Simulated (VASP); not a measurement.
# BiS: single point with LDA

Crystal: BiS.

```
Bi S
1.0
     4.00294    0.00000    0.00000
     0.00000    4.00294    0.00000
     0.00000    0.00000    4.00294
Bi S
1 1
Direct
  0.50000 0.50000 0.50000
  0.00000 0.00000 0.00000
```

* Program: VASP 6.6.1
* Task: single point
* Functional: LDA
* Potentials or basis: VASP PAW LDA potentials, release 64 (Bi_d, S)
* Cutoff: 520 eV
* k mesh: 6 × 6 × 6
* Occupations: methfessel-paxton, width 0.05 eV
* Spin: no spin polarisation

* Pressure: -13.9 GPa

Levels at points of the mesh, in eV from the Fermi level:
| k point | band 7 | band 8 | band 9 | band 10 | band 11 | band 12 | band 13 | band 14 |
| --- | --- | --- | --- | --- | --- | --- | --- | --- |
| (0.00, 0.00, 0.00) | -9.86 | -2.04 | -2.04 | -2.04 | 2.60 | 2.60 | 2.60 | 4.59 |
| (0.50, 0.00, 0.00) | -11.10 | -1.76 | -1.61 | -1.11 | -1.11 | 1.13 | 1.13 | 6.42 |
| (0.50, 0.50, 0.00) | -10.53 | -4.18 | -4.18 | -0.92 | 1.55 | 1.55 | 1.91 | 5.63 |
| (0.50, 0.50, 0.50) | -10.06 | -2.43 | -2.43 | -2.43 | -1.70 | -1.70 | -1.70 | 9.99 |

It took 34 s on 1 thread of Intel Xeon 8259CL, with other jobs on the host, peak memory 0.16 GiB.

Caveat: spin-orbit coupling is left out, which moves the levels of the heavy elements.
